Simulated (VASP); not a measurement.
A run of VASP 6.6.1 is set up as follows.

INCAR

```
SYSTEM = Sc3W
ALGO = Fast
EDIFF = 1E-6
ENCUT = 520
GGA = PE
ISIF = 2
ISMEAR = 0
LASPH = .True.
LCHARG = .False.
LREAL = .False.
LWAVE = .False.
NBANDS = 57
NELM = 60
PREC = Accurate
SIGMA = 0.1
```

Contents of KPOINTS:

```
k-points
0
Gamma
  6 6 8
  0 0 0
```

File POSCAR:

```
Sc3W
1.0
    6.2273289570      0.0000000000      0.0000000000
   -3.1136644785      5.3930250745      0.0000000000
    0.0000000000      0.0000000000      4.9404965203
Sc W
6 2
Direct
    0.1704212722      0.3408425445      0.2500000000
    0.6591574555      0.8295787278      0.2500000000
    0.1704212722      0.8295787278      0.2500000000
    0.8295787278      0.6591574555      0.7500000000
    0.3408425445      0.1704212722      0.7500000000
    0.8295787278      0.1704212722      0.7500000000
    0.3333333333      0.6666666667      0.7500000000
    0.6666666667      0.3333333333      0.2500000000
```

Potentials or basis: VASP PAW PBE potentials, release 64 (Sc_sv, W_sv).

Command:

```sh
$ cat potpaw_PBE.64/Sc_sv/POTCAR potpaw_PBE.64/W_sv/POTCAR > POTCAR
$ mpirun -np 1 vasp_std > vasp.out
```

Question: Predict the band gap on the k mesh.

Answer: Zero (bands 47 and 48 overlap by 0.83 eV).

Question: Estimate the pressure.

Answer: 0.1 GPa.

Forces in eV/Å, atoms in the order of the input:
```
Sc   0.000 -0.002  0.000
Sc   0.002  0.001  0.000
Sc  -0.002  0.001  0.000
Sc   0.000  0.002  0.000
Sc  -0.002 -0.001  0.000
Sc   0.002 -0.001  0.000
W    0.000  0.000  0.000
W    0.000  0.000  0.000
```

Caveat: spin-orbit coupling is left out, which moves the levels of the heavy elements.
